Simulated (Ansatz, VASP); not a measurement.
**One calculation of Ti, two programs**

```
Ti
1.0
     4.56802    0.00000    0.00000
    -2.28401    3.95602    0.00000
     0.00000    0.00000    2.90930
Ti
3
Direct
  0.00000 0.00000 0.00000
  0.33333 0.66667 0.50000
  0.66667 0.33333 0.50000
```

Change from the starting cell: strain along c alone, the other axes held, atoms relaxed: +3.0 %.

Alike in both runs: task single point; functional r2SCAN; k mesh 12 × 12 × 18; occupations gaussian, width 0.1 eV; no spin polarisation.

```csv
,VASP,Ansatz
version,VASP 6.6.1,Ansatz 0.2.0
potentials or method,"VASP PAW PBE potentials, release 64 (Ti_sv), cutoff 520 eV","scalar-relativistic, plane waves, PAW"
valence electrons in the cell,36,36
```

```csv
,VASP,Ansatz,Ansatz less VASP
gap on the k mesh at the Fermi level (eV),none,none,-
pressure (GPa),-3.0,-3.5,-0.42
"traceless stress, the component that is largest in VASP (GPa)",-4.00,-3.93,+0.067
```

VASP's potentials were made for PBE, not for r2SCAN. A gap of «none» marks a metal or a gap that the smearing closes. The functional is the same, so the differences come from potentials, cutoffs and numerics.
